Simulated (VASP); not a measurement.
Input of a VASP 6.6.1 run:

Contents of INCAR:

```
  ALGO = Normal
  EDIFF = 1E-6
  ENCUT = 500
  GGA = PE
  GGA_COMPAT = F
  ISIF = 2
  ISMEAR = 0
  IVDW = 12
  LASPH = T
  LCHARG = F
  LREAL = F
  LWAVE = F
  NBANDS = 50
  NELM = 120
  PREC = Accurate
  SIGMA = 0.02
```

File KPOINTS:

```
k-points
0
Gamma
  4 8 6
```

POSCAR

```
GeS
1.0
   10.6534131131      0.0000000000      0.0000000000
    0.0000000000      3.6805801219      0.0000000000
    0.0000000000      0.0000000000      4.3563178661
Ge S
4 4
Direct
    0.8755862335      0.2500000000      0.3644803786
    0.1244137665      0.7500000000      0.6355196214
    0.6244137665      0.7500000000      0.8644803786
    0.3755862335      0.2500000000      0.1355196214
    0.6505612993      0.2500000000      0.4946741900
    0.3494387007      0.7500000000      0.5053258100
    0.8494387007      0.7500000000     -0.0053258100
    0.1505612993      0.2500000000      1.0053258100
```

Potentials or basis: VASP PAW PBE potentials, release 64 (Ge_d, S).

Run with:

```sh
$ cat potpaw_PBE.64/Ge_d/POTCAR potpaw_PBE.64/S/POTCAR > POTCAR
$ mpirun -np 1 vasp_std > vasp.out
```

**Question.** Predict the dispersion energy per atom.

**Answer.** -0.327 eV.

**Question.** What does it give for the pressure?

**Answer.** -0.1 GPa.

**Question.** Estimate the band gap on the k mesh.

**Answer.** 1.23 eV, indirect (least direct gap 1.27 eV).

Forces on the atoms (eV/Å):
```
Ge  -0.001  0.000  0.010
Ge   0.001  0.000 -0.010
Ge   0.001  0.000  0.010
Ge  -0.001  0.000 -0.010
S    0.003  0.000 -0.007
S   -0.003  0.000  0.007
S   -0.003  0.000 -0.007
S    0.003  0.000  0.007
```

A k mesh can miss the band edges.
